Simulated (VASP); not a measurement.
Input of a VASP 6.6.1 run:

Contents of POSCAR:

```
MgO
1.0
    0.0000000000      2.1021680189      2.1021680189
    2.1021680189      0.0000000000      2.1021680189
    2.1021680189      2.1021680189      0.0000000000
Mg O
1 1
Direct
    0.0000000000      0.0000000000      0.0000000000
    0.5000000000      0.5000000000      0.5000000000
```

Contents of INCAR.step1:

```
SYSTEM = MgO
ALGO = Normal
EDIFF = 1E-5
ENCUT = 520
GGA = PE
ISIF = 2
ISMEAR = 0
LASPH = .True.
LCHARG = .False.
LREAL = .False.
LWAVE = .True.
NBANDS = 11
NELM = 60
PREC = Accurate
SIGMA = 0.01
```

File INCAR.step2:

```
SYSTEM = MgO
AEXX = 0.25
ALGO = Normal
EDIFF = 1E-6
ENCUT = 520
GGA = PE
ISIF = 2
ISMEAR = 0
ISTART = 1
LASPH = .True.
LCHARG = .False.
LHFCALC = .True.
LREAL = .False.
LWAVE = .False.
NBANDS = 11
NELM = 60
PREC = Accurate
PRECFOCK = Normal
SIGMA = 0.01
```

The input KPOINTS:

```
k-points
0
Gamma
  8 8 8
  0 0 0
```

Potentials or basis: VASP PAW PBE potentials, release 64 (Mg, O).

Launch:

```console
$ cat potpaw_PBE.64/Mg/POTCAR potpaw_PBE.64/O/POTCAR > POTCAR
$ cp INCAR.step1 INCAR
$ mpirun -np 1 vasp_std > vasp.out
$ cp INCAR.step2 INCAR
$ mpirun -np 1 vasp_std > vasp.out
```

(1) Predict the pressure.

(2) Predict the band gap on the k mesh.

Answers

(1) -0.6 GPa.

(2) 7.24 eV, direct.

Caveat: the PAW data sets were made with another functional, which shifts forces and pressure a little.

**What was measured.**

From “Electronic structure of alkaline earth and post-transition metal oxides”, 2009, arxiv:0908.1581, for a bulk crystal of MgO: band gap 7.83 eV.

Measured gap of MgO: 7.83 eV (quoted in “Electronic structure of alkaline earth and post-transition metal oxides”, 2009, arxiv:0908.1581). This calculation gives 7.24 eV (-0.59 eV). The value is that of PBE0, without temperature or zero-point motion.
